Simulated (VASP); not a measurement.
# Sc2SnS4 (I-42m) in VASP: single point with PBEsol

Aim: the single point of Sc2SnS4 with PBEsol.

All numbers are computed with VASP 6.6.1; they aren't measurements. Logs are shortened: lines on timing, memory, paths and dates and some standing lists are left out, and cuts for length are marked.

**1. The cell of the first run**

Symmetry: I-42m, No. 121, tetragonal system. The conventional cell has a = 6.302 Å, b = 6.302 Å, c = 6.675 Å, α = 90.00°, β = 90.00°, γ = 90.00°. Within 3.4 Å of Sc (site symmetry 222) lie 8 S at 2.57 to 3.09 Å and 2 Sn at 3.15 Å and 2 Sc at 3.34 Å. Sn (site symmetry -42m) has 8 S at 2.82 to 2.86 Å and 4 Sc at 3.15 Å within 3.7 Å. Within 3.8 Å of S (site symmetry m) lie 4 Sc at 2.57 to 3.09 Å and 2 Sn at 2.82 to 2.86 Å and 9 S at 3.31 to 3.75 Å.

**2. Single point, PBEsol**

The input, INCAR:

```
SYSTEM = Sc2SnS4
ALGO     = Normal         ! electronic algorithm
EDIFF    = 1E-6           ! SCF threshold, eV
ENCUT    = 520            ! plane-wave cutoff, eV
GGA      = PS             ! functional
ISIF     = 2              ! what is computed and relaxed
ISMEAR   = -1             ! smearing method
LASPH    = .True.         ! aspherical terms in the spheres
LCHARG   = .False.        ! write CHGCAR
LREAL    = .False.        ! projectors in reciprocal space
LWAVE    = .False.        ! write WAVECAR
NBANDS   = 39             ! bands
NELM     = 80             ! most SCF steps
PREC     = Accurate       ! precision mode
SIGMA    = 0.03           ! smearing width, eV
```

The input, KPOINTS:

```
k-points
0
Gamma
  6 6 6
  0 0 0
```

The input, POSCAR:

```
Sc2SnS4
1.0
   -3.1512363751      3.1512363751      3.3376062433
    3.1512363751     -3.1512363751      3.3376062433
    3.1512363751      3.1512363751     -3.3376062433
Sc Sn S
2 1 4
Direct
    0.5000000000      0.0000000000      0.5000000000
    0.0000000000      0.5000000000      0.5000000000
    0.0000000000      0.0000000000      0.0000000000
    0.5260484529      0.1051394356      0.0000000000
    0.4739515471      0.4739515471      0.5790909827
    0.1051394356      0.5260484529      0.0000000000
    0.8948605644      0.8948605644      0.4209090173
```

Potentials or basis: VASP PAW PBE potentials, release 64 (Sc_sv, Sn_d, S).

Launch:

```console
cat potpaw_PBE.64/Sc_sv/POTCAR potpaw_PBE.64/Sn_d/POTCAR potpaw_PBE.64/S/POTCAR > POTCAR
mpirun -np 1 vasp_std > vasp.out
```

OUTCAR:

```text
SYSTEM = Sc2SnS4
   EDIFF = 1E-6
   ENCUT = 520
   GGA = PS
   ISIF = 2
   ISMEAR = -1
   LASPH = .True.
   LREAL = .False.
   NELM = 80
   PREC = Accurate

 ion  position               nearest neighbor table
   1  0.500  0.000  0.500-   4 2.57   5 2.57   7 2.57   6 2.57   4 3.09   6 3.09   5 3.09   7 3.09
                             3 3.15   3 3.15   2 3.34   2 3.34
   2  0.000  0.500  0.500-   5 2.57   6 2.57   7 2.57   4 2.57   4 3.09   6 3.09   7 3.09   5 3.09
                             3 3.15   3 3.15   1 3.34   1 3.34
   3  0.000  0.000  0.000-   4 2.82   6 2.82   7 2.82   5 2.82   6 2.86   5 2.86   7 2.86   4 2.86
                             2 3.15   2 3.15   1 3.15   1 3.15
   4  0.526  0.105  0.000-   2 2.57   1 2.57   3 2.82   3 2.86   1 3.09   2 3.09
   5  0.474  0.474  0.579-   1 2.57   2 2.57   3 2.82   3 2.86   1 3.09   2 3.09
   6  0.105  0.526  0.000-   1 2.57   2 2.57   3 2.82   3 2.86   2 3.09   1 3.09
   7  0.895  0.895  0.421-   1 2.57   2 2.57   3 2.82   3 2.86   1 3.09   2 3.09

  LATTYP: Found a body centered tetragonal cell.
 ALAT       =     6.3024727502
 C/A-ratio  =     1.0591418244

  Lattice vectors:

 A1 = (  -3.1512363751,   3.1512363751,   3.3376062433)
 A2 = (   3.1512363751,  -3.1512363751,   3.3376062433)
 A3 = (   3.1512363751,   3.1512363751,  -3.3376062433)

Analysis of symmetry for initial positions (statically):
=====================================================================
 Subroutine PRICEL returns:
 Original cell was already a primitive cell.

 Routine SETGRP: Setting up the symmetry group for a
 body centered tetragonal supercell.

 Subroutine GETGRP returns: Found  8 space group operations
 (whereof  8 operations were pure point group operations)
 out of a pool of 16 trial point group operations.

The static configuration has the point symmetry D_2d.

Analysis of symmetry for dynamics (positions and initial velocities):
=====================================================================
 Subroutine PRICEL returns:
 Original cell was already a primitive cell.

 Routine SETGRP: Setting up the symmetry group for a
 body centered tetragonal supercell.

 Subroutine GETGRP returns: Found  8 space group operations
 (whereof  8 operations were pure point group operations)
 out of a pool of 16 trial point group operations.

The dynamic configuration has the point symmetry D_2d.

 Subroutine INISYM returns: Found  8 space group operations
 (whereof  8 operations are pure point group operations),
 and found     1 'primitive' translations

----------------------------------------------------------------------------------------

                                     Primitive cell

  volume of cell :     132.5736

  direct lattice vectors                    reciprocal lattice vectors
    -3.151236375  3.151236375  3.337606243     0.000000000  0.158667882  0.149807965
     3.151236375 -3.151236375  3.337606243     0.158667882  0.000000000  0.149807965
     3.151236375  3.151236375 -3.337606243     0.158667882  0.158667882  0.000000000

  length of vectors
     5.567782038  5.567782038  5.567782038     0.218215314  0.218215314  0.224390270

  position of ions in fractional coordinates (direct lattice)
     0.500000000  0.000000000  0.500000000
     0.000000000  0.500000000  0.500000000
     0.000000000  0.000000000  0.000000000
     0.526048453  0.105139436  0.000000000
     0.473951547  0.473951547  0.579090983
     0.105139436  0.526048453  0.000000000
     0.894860564  0.894860564  0.420909017

  ion indices of the primitive-cell ions
   primitive index   ion index
                 1           1
                 2           2
                 3           3
                 4           4
                 5           5
                 6           6
                 7           7

----------------------------------------------------------------------------------------

 KPOINTS: k-points

Automatic generation of k-mesh.
 Grid dimensions read from file:
 generate k-points for:    6    6    6

 Generating k-lattice:

  Cartesian coordinates                     Fractional coordinates (reciprocal lattice)
     0.000000000  0.026444647  0.024967994     0.166666667  0.000000000  0.000000000
     0.026444647  0.000000000  0.024967994     0.000000000  0.166666667  0.000000000
     0.026444647  0.026444647  0.000000000     0.000000000  0.000000000  0.166666667

  Length of vectors
     0.036369219  0.036369219  0.037398378

  Shift w.r.t. Gamma in fractional coordinates (k-lattice)
     0.000000000  0.000000000  0.000000000

 Subroutine IBZKPT returns following result:
 ===========================================

 Found     30 irreducible k-points:

 Following reciprocal coordinates:
            Coordinates               Weight
  0.000000  0.000000  0.000000      1.000000
  0.166667  0.000000  0.000000      8.000000
  0.333333  0.000000  0.000000      8.000000
  0.500000  0.000000  0.000000      4.000000
  0.166667  0.166667  0.000000      8.000000
  0.333333  0.166667 -0.000000     16.000000
[... 16 lines left out ...]
 -0.333333 -0.333333  0.166667      8.000000
 -0.166667 -0.333333  0.166667      8.000000
 [... further k-points ...]
   k-points           NKPTS =     30   k-points in BZ     NKDIM =     30   number of bands    NBANDS=     39
   number of dos      NEDOS =    301   number of ions     NIONS =      7
   total plane-waves  NPLWV =  74088
   dimension x,y,z NGX =    42 NGY =   42 NGZ =   42
   dimension x,y,z NGXF=    84 NGYF=   84 NGZF=   84
   ions per type =               2   1   4
   NGX,Y,Z   is equivalent  to a cutoff of  12.54, 12.54, 12.54 a.u.
   NGXF,Y,Z  is equivalent  to a cutoff of  25.08, 25.08, 25.08 a.u.
 SYSTEM =  Sc2SnS4
   PREC   = accura    normal or accurate (medium, high low for compatibility)
   ISTART =      0    job   : 0-new  1-cont  2-samecut
   ICHARG =      2    charge: 1-file 2-atom 10-const
   ISPIN  =      1    spin polarized calculation?
   LNONCOLLINEAR =      F non collinear calculations
   LSORBIT =      F    spin-orbit coupling
   LASPH  =      T    aspherical Exc in radial PAW
   ENCUT  =  520.0 eV  38.22 Ry    6.18 a.u.  10.35 10.35 10.35*2*pi/ulx,y,z
   NELM   =     80;   NELMIN=  2; NELMDL= -5     # of ELM steps
   EDIFF  = 0.1E-05   stopping-criterion for ELM
   LREAL  =      F    real-space projection
   EDIFFG = 0.1E-04   stopping-criterion for IOM
   NSW    =      0    number of steps for IOM
   IBRION =     -1    ionic relax: 0-MD 1-quasi-New 2-CG
   NFREE  =      0    steps in history (QN), initial steepest desc. (CG)
   ISIF   =      2    stress and relaxation
   ISYM   =      2    0-nonsym 1-usesym 2-fastsym
   POTIM  = 0.5000    time-step for ionic-motion
   TEBEG  =    0.0;   TEEND  =   0.0 temperature during run
   PSTRESS=    0.0 pullay stress
   NELECT =      60.0000    total number of electrons
   NUPDOWN=      -1.0000    fix difference up-down
   EMIN   =  10.00;   EMAX   =-10.00  energy-range for DOS
   EFERMI =   0.00;   METHOD = LEGACY
   ISMEAR =    -1;   SIGMA  =   0.03  broadening in eV -4-tet -1-fermi 0-gaus
   EFERMI_NEDOS =   21; number of points for ismear=-14 and -15
   IALGO  =     38    algorithm
   IMIX   =      4    mixing-type and parameters
     AMIX     =   0.40;   BMIX     =  1.00
     AMIX_MAG =   1.60;   BMIX_MAG =  1.00
  volume/ion in A,a.u.               =      18.94       127.81
  Fermi-wavevector in a.u.,A,eV,Ry     =   1.256916  2.375227 21.494996  1.579838
  Thomas-Fermi vector in A             =   2.390601
   LORBIT       =      0    0 simple, 1 ext, 2 COOP (PROOUT), +10 PAW based schemes
   GGA     = PS    functional components
   LHFCALC =     F    Hartree Fock is set to
   AEXX    =    0.0000 exact exchange contribution
   IVDW    =     0    specifies the selected vdW correction
   LEPSILON=     F    determine dielectric tensor
   LRPA    =     F    only Hartree local field effects (RPA)
 non-spin polarized calculation
  energy-cutoff  :      520.00
  volume of cell :      132.57
 maximum number of plane-waves:      3609
 NGX is ok and might be reduce to    42
   NGX = 21   NGY = 21   NGZ = 21

 number of electron      59.9999999 magnetization

 Free energy of the ion-electron system (eV)
  ---------------------------------------------------
  ext. energy  EPLUGINS =         0.00000000
  ---------------------------------------------------
  free energy    TOTEN  =       -42.83036065 eV

  energy without entropy =      -42.82696569  energy(sigma->0) =      -42.82866317

 E-fermi :   6.6065     XC(G=0): -10.7454

 val. band max:        6.5306996569   @ k =   0.5000   0.5000   0.3333
 cond. band min:       6.6638382512   @ k =   0.5000   0.3333   0.0000
 fundamental gap:      0.1331385943
 Fermi energy:         6.6064984072

 k-point     1 :       0.0000    0.0000    0.0000
  band No.  band energies     occupation
      1     -43.4489      2.00000
      2     -43.4325      2.00000
      3     -22.2795      2.00000
      4     -22.2302      2.00000
      5     -22.2302      2.00000
      6     -22.1050      2.00000
[... 31 lines left out ...]
     38       8.7496      0.00000
     39       9.2951      0.00000

 k-point     2 :       0.1667    0.0000    0.0000
  band No.  band energies     occupation
      1     -43.4478      2.00000
      2     -43.4336      2.00000
      3     -22.2682      2.00000
      4     -22.2309      2.00000
      5     -22.2304      2.00000
      6     -22.1173      2.00000
[... 31 lines left out ...]
     38       9.0030      0.00000
     39       9.2975      0.00000

 k-point     3 :       0.3333    0.0000    0.0000
  band No.  band energies     occupation
      1     -43.4448      2.00000
      2     -43.4366      2.00000
      3     -22.2375      2.00000
      4     -22.2323      2.00000
      5     -22.2307      2.00000
      6     -22.1501      2.00000
[... 832 lines left out ...]
 k-point    23 :      -0.3333   -0.3333    0.1667
  band No.  band energies     occupation
      1     -43.4443      2.00000
      2     -43.4371      2.00000
      3     -22.2411      2.00000
      4     -22.2350      2.00000
      5     -22.2310      2.00000
      6     -22.1478      2.00000
[... 31 lines left out ...]
     38       9.0459      0.00000
     39       9.9085      0.00000

 k-point    24 :      -0.1667   -0.3333    0.1667
  band No.  band energies     occupation
      1     -43.4410      2.00000
      2     -43.4403      2.00000
      3     -22.2320      2.00000
      4     -22.2315      2.00000
      5     -22.1963      2.00000
      6     -22.1920      2.00000
[... 31 lines left out ...]
     38       9.1279      0.00000
     39       9.7837      0.00000

 [... further k-points ...]

------------------------ aborting loop because EDIFF is reached ----------------------------------------

  FORCE on cell =-STRESS in cart. coord.  units (eV):
  Direction    XX          YY          ZZ          XY          YZ          ZX
  --------------------------------------------------------------------------------------
  -------------------------------------------------------------------------------------
  Total        0.1309440      0.1309440      0.0955499      0.0000000      0.0000000     -0.0000000
  in kB        1.5824837      1.5824837      1.1547387      0.0000000      0.0000000     -0.0000000
  external PRESSURE =       1.4399020 kB  Pullay stress =       0.0000000 kB

 VOLUME and BASIS-vectors are now :
 -----------------------------------------------------------------------------
  energy-cutoff  :      520.00
  volume of cell :      132.57
      direct lattice vectors                 reciprocal lattice vectors
    -3.151236375  3.151236375  3.337606243     0.000000000  0.158667882  0.149807965
     3.151236375 -3.151236375  3.337606243     0.158667882  0.000000000  0.149807965
     3.151236375  3.151236375 -3.337606243     0.158667882  0.158667882  0.000000000

 POSITION                                       TOTAL-FORCE (eV/Angst)
 -----------------------------------------------------------------------------------
      0.00000      3.15124      0.00000         0.000000     -0.000000      0.000000
      3.15124      0.00000      0.00000         0.000000     -0.000000      0.000000
      0.00000      0.00000      0.00000         0.000000     -0.000000     -0.000000
     -1.32638      1.32638      2.10666         0.004298     -0.004298     -0.009294
      1.82485      1.82485      1.23095         0.004298      0.004298      0.009294
      1.32638     -1.32638      2.10666        -0.004298      0.004298     -0.009294
      1.32638      1.32638      4.56856        -0.004298     -0.004298      0.009294
 -----------------------------------------------------------------------------------
    total drift:                               -0.000000     -0.000000     -0.000000

  FREE ENERGIE OF THE ION-ELECTRON SYSTEM (eV)
  ---------------------------------------------------
  free  energy   TOTEN  =       -42.8303606480 eV

  energy  without entropy=      -42.8269656937  energy(sigma->0) =      -42.82866317
```

Wall time 80 s (1 thread of Intel Xeon 6975P-C (Granite Rapids), shared host); peak memory 0.33 GiB.

Results:

```
Free energy            : -42.8304 eV
Pressure               : 0.1 GPa
Largest force          : 0.011 eV/Å
Band gap on the k mesh : zero (bands 30 and 31 overlap by 0.93 eV)
```

Forces in eV/Å, atoms in the order of the input:
```
Sc   0.000  0.000  0.000
Sc   0.000  0.000  0.000
Sn   0.000  0.000  0.000
S    0.004 -0.004 -0.009
S    0.004  0.004  0.009
S   -0.004  0.004 -0.009
S   -0.004 -0.004  0.009
```

Caveat: the PAW data sets were made with another functional, which shifts forces and pressure a little; spin-orbit coupling is left out, which moves the levels of the heavy elements.
